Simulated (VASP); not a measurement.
A run of VASP 6.6.1 is set up as follows.

Contents of INCAR:

```
ALGO = Normal
EDIFF = 1E-7
ENCUT = 450
ISIF = 2
ISMEAR = 0
LASPH = True
LCHARG = False
LREAL = False
LWAVE = False
NELM = 100
PREC = Accurate
SIGMA = 0.02
```

The input KPOINTS:

```
k-points
0
Gamma
  6 6 3
```

File POSCAR:

```
CdSe
1.0
    4.3000000000      0.0000000000      0.0000000000
   -2.1500000000      3.7239092363      0.0000000000
    0.0000000000      0.0000000000      7.0200000000
Cd Se
2 2
Direct
    0.6617200000      0.3354790000      0.5011110000
    0.3395130000      0.6653550000      0.0012150000
    0.6720470000      0.3327820000      0.8876350000
    0.3313380000      0.6707400000      0.3821300000
```

Potentials or basis: VASP PAW PBE potentials, release 64 (Cd, Se).

Launch:

```sh
$ cat potpaw_PBE.64/Cd/POTCAR potpaw_PBE.64/Se/POTCAR > POTCAR
$ mpirun -np 1 vasp_std > vasp.out
```

Task: What does it give for the largest force?

Result: 0.418 eV/Å.

Task: Estimate the pressure.

Result: 3.2 GPa.

Task: Predict the band gap on the k mesh.

Result: 0.69 eV.

Forces in eV/Å, atoms in the order of the input:
```
Cd   0.047  0.040  0.297
Cd  -0.026  0.017  0.213
Se   0.008 -0.009 -0.417
Se  -0.029 -0.048 -0.092
```

Caveat: the cell differs from its parent crystal (atoms moved at random); the cell stands under pressure.
